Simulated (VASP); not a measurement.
## CaO: relaxation of cell and atoms with PBE

Crystal: CaO.

```xyz
2
Lattice="3.2529 0.0000 0.0000 0.0000 3.2529 0.0000 0.0000 0.0000 3.2529" Properties=species:S:1:pos:R:3 pbc="T T T"
Ca    1.6264    1.6264    1.6264
O     0.0000    0.0000    0.0000
```

- Program: VASP 6.6.1
- Task: relaxation of cell and atoms
- Functional: PBE
- Potentials or basis: VASP PAW PBE potentials, release 64 (Ca_sv, O)
- Cutoff: 600 eV
- k mesh: 6 × 6 × 6
- Occupations: gaussian, width 0.1 eV
- Spin: no spin polarisation
- Dipole correction: no
- Further INCAR settings: ALGO = Normal; EDIFF = 1e-06; IBRION = 2; EDIFFG = -0.04; NSW = 90; ISIF = 3

| Quantity | Value |
| --- | --- |
| Relaxed volume | 12.71 Å³/atom |
| Relaxed cell | a = 2.940 Å, b = 2.940 Å, c = 2.940 Å, α = 90.00°, β = 90.00°, γ = 90.00° |
| Space group after relaxing (to 0.05 Å) | Pm-3m (No. 221) |
| Energy gained by relaxing | 314.2 meV/atom |
| Ionic steps | 3 |
| Pressure after relaxing | -0.2 GPa |
| Band gap on the k mesh | 2.77 eV, indirect (least direct gap 3.08 eV) |

Step by step:
```csv
step,energy change (eV),largest force (eV/Å),pressure (GPa),volume (Å³)
1,0.0000,0.0000,-17.05,34.42
2,-0.6222,0.0000,-2.75,26.08
3,-0.6283,0.0000,-0.15,25.42
```

Final structure:
```
CELL_PARAMETERS angstrom
2.94034 0.00000 0.00000
0.00000 2.94034 0.00000
0.00000 0.00000 2.94034
ATOMIC_POSITIONS crystal
Ca 0.50000 0.50000 0.50000
O 0.00000 0.00000 0.00000
```

Levels at points of the mesh, in eV from the valence-band top:
```
           k point  band 5  band 6  band 7  band 8  band 9  band 10  band 11  band 12
(0.00, 0.00, 0.00)  -16.34   -0.31   -0.31   -0.31    2.77     2.77     4.80     8.22
(0.50, 0.00, 0.00)  -15.26   -3.70   -0.76   -0.76    3.72     6.95     7.92     7.92
(0.50, 0.50, 0.00)  -15.67   -2.08   -2.08    0.00    3.81     4.61     6.45     6.45
(0.50, 0.50, 0.50)  -15.18   -3.27   -3.27   -3.27    7.70     7.70     7.70     9.68
```

Wall time 12 s on 1 thread of Intel(R) Xeon(R) 6975P-C (Granite Rapids) (shared host), peak memory 0.17 GiB.

Caveat: the volume moved by over 15 % at a fixed basis, so the end points are rough. A k mesh can miss the band edges.
